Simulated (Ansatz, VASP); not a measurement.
**Two plane-wave programs on CaS**

File INCAR:

```
PREC     = Accurate       # precision mode
ENCUT    = 500            # plane-wave cutoff, eV
EDIFF    = 1E-7           # SCF threshold, eV
ISMEAR   = -1             # smearing method
SIGMA    = 0.02           # smearing width, eV
LREAL    = False          # projectors in reciprocal space
LASPH    = True           # aspherical terms in the spheres
NELM     = 120            # most SCF steps
ALGO     = Normal         # electronic algorithm
ISIF     = 3              # what is computed and relaxed
LWAVE    = False          # write WAVECAR
LCHARG   = False          # write CHGCAR
GGA      = CA             # functional
IBRION   = 2              # ionic algorithm
NSW      = 70             # ionic steps
EDIFFG   = -0.005         # ionic threshold
GGA_COMPAT= False        
NELMIN   = 4
```

File KPOINTS:

```
Automatic mesh
0
Gamma
  9 9 9
```

Contents of POSCAR:

```
CaS
1.0
    0.0000000000      2.8430000000      2.8430000000
    2.8430000000      0.0000000000      2.8430000000
    2.8430000000      2.8430000000      0.0000000000
Ca S
1 1
Direct
    0.0000000000      0.0000000000      0.0000000000
    0.5000000000      0.5000000000      0.5000000000
```

Input for Ansatz:

```yaml
crystal:
  lattice:
    - [0.0, 2.843, 2.843]
    - [2.843, 0.0, 2.843]
    - [2.843, 2.843, 0.0]
  atoms:
    - { symbol: Ca, position: [0.0, 0.0, 0.0] }
    - { symbol: S, position: [0.5, 0.5, 0.5] }
kpoints:
  mp_grid: { grid: [9, 9, 9] }
scf:
  occupations: { method: fermi_dirac, width: 0.02 }
hamiltonian:
  xc: lda
  pseudopotentials: { kind: paw }
output:
  forces: true
  stress: true
relax:
  f_tol: 0.005
  max_steps: 50
  cell: {}
```

Alike in both runs: task relaxation of cell and atoms; functional LDA; k mesh 9 × 9 × 9; occupations fermi-dirac, width 0.02 eV; no spin polarisation.

|  | VASP | Ansatz |
| --- | --- | --- |
| version | VASP 6.6.1 | Ansatz 0.2.0 |
| potentials or method | VASP PAW LDA potentials, release 64 (Ca_sv, S) | PAW with Ansatz's default frozen-core files, scalar-relativistic |
| plane-wave cutoff (eV) | 500 | 420 |
| valence electrons in the cell | 16 | 16 |

Ansatz gave:

```
relaxed volume (Å³/atom)                                     : 21.54
relaxed cell length with the largest relative difference (Å) : 3.935
```

What did VASP give for the same quantities?

Relaxed volume (Å³/atom): 21.61; relaxed cell length with the largest relative difference (Å): 3.939.

LDA's correlation is that of Perdew and Zunger in VASP and of Perdew and Wang (1992) in Ansatz.
